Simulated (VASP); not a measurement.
A run of VASP 6.6.1:

INCAR

```
PREC = Accurate ; ENCUT = 520
EDIFF = 1E-6 ; ISMEAR = 0
SIGMA = 0.023 ; LREAL = False
LASPH = True ; NELM = 100
ALGO = Normal ; ISIF = 2
LWAVE = False ; LCHARG = False
GGA = PE ; NBANDS = 14
```

KPOINTS

```
Automatic mesh
0
Gamma
  12 12 12
```

Contents of POSCAR:

```
Rh
1.0
    0.0000000000      1.8978500000      1.8978500000
    1.8978500000      0.0000000000      1.8978500000
    1.8978500000      1.8978500000      0.0000000000
Rh
1
Direct
    0.0000000000      0.0000000000      0.0000000000
```

Potentials or basis: VASP PAW PBE potentials, release 64 (Rh_pv).

Command:

```sh
$ cat potpaw_PBE.64/Rh_pv/POTCAR > POTCAR
$ mpirun -np 1 vasp_std > vasp.out
```

Hardware: 1 thread of Intel Xeon 6975P-C, on a shared host.

Question: Estimate the wall time of this run.

Answer: Run time: 8.5 s on 1 thread of Intel Xeon 6975P-C, on a shared host, peak memory 0.13 GiB. Counts: scf iterations 10, k points 72.
